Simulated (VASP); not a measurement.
## Na: relaxation of cell and atoms with PBE

Na:

```
Na
1.0
    -2.14100    2.14100    2.14100
     2.14100   -2.14100    2.14100
     2.14100    2.14100   -2.14100
Na
1
Cartesian
  0.0000 0.0000 0.0000
```

| Item | Value |
| --- | --- |
| Program | VASP 6.6.1 |
| Task | relaxation of cell and atoms |
| Functional | PBE |
| Potentials or basis | VASP PAW PBE potentials, release 64 (Na_pv) |
| Cutoff | 600 eV |
| k mesh | 9 × 9 × 9 |
| Occupations | fermi-dirac, width 0.05 eV |
| Spin | no spin polarisation |
| Target pressure | 20 GPa |
| Dipole correction | no |
| Further INCAR settings | ALGO = Fast; EDIFF = 1e-07; IBRION = 2; EDIFFG = -0.01; NSW = 60; ISIF = 3 |

```
Relaxed volume                                         : 18.40 Å³/atom
Relaxed cell                                           : a = 2.881 Å, b = 2.881 Å, c = 2.881 Å, α = 109.47°, β = 109.47°, γ = 109.47°
Space group after relaxing (to 0.05 Å)                 : Im-3m (No. 229)
Energy change on relaxing (the enthalpy is what falls) : +653.5 meV/atom
Ionic steps                                            : 17
Pressure after relaxing                                : 20.0 GPa
```

Step by step:
```
step  energy change (eV)  largest force (eV/Å)  pressure (GPa)  volume (Å³)
   1              0.0000                0.0000           -0.44        39.26
   2              0.8335                0.0000           25.36        17.12
   3              0.6648                0.0000           20.32        18.31
   4              0.6254                0.0000           19.18        18.63
   5              0.6260                0.0000           19.20        18.63
   6              0.6277                0.0000           19.28        18.61
   7              0.6277                0.0000           19.24        18.61
   8              0.6278                0.0000           19.24        18.61
   9              0.6279                0.0000           19.24        18.61
  10              0.6282                0.0000           19.26        18.61
  11              0.6286                0.0000           19.28        18.60
  12              0.6296                0.0000           19.31        18.60
  13              0.6316                0.0000           19.39        18.58
  14              0.6355                0.0000           19.53        18.55
  15              0.6434                0.0000           19.68        18.48
  16              0.6595                0.0000           20.19        18.35
  17              0.6535                0.0000           20.01        18.40
```

Final structure:
```yaml
crystal:
  lattice:
    - [-1.66313, 1.66313, 1.66313]
    - [1.66313, -1.66313, 1.66313]
    - [1.66313, 1.66313, -1.66313]
  atoms:
    - { symbol: Na, position: [0.00000, 0.00000, 0.00000] }
```

Levels at points of the mesh, in eV from the Fermi level:
```tsv
k point	band 1	band 2	band 3	band 4	band 5	band 6	band 7
(0.00, 0.00, 0.00)	-24.84	-24.84	-24.84	-5.09	17.01	17.01	17.01
```

Run time: 2.7 min on 1 thread of Intel Xeon 8259CL, with other jobs on the host, peak memory 0.17 GiB.

Caveat: the cell is relaxed towards a set pressure, so the enthalpy falls and the energy may rise; the volume moved by over 15 % at a fixed basis, so the end points are rough.
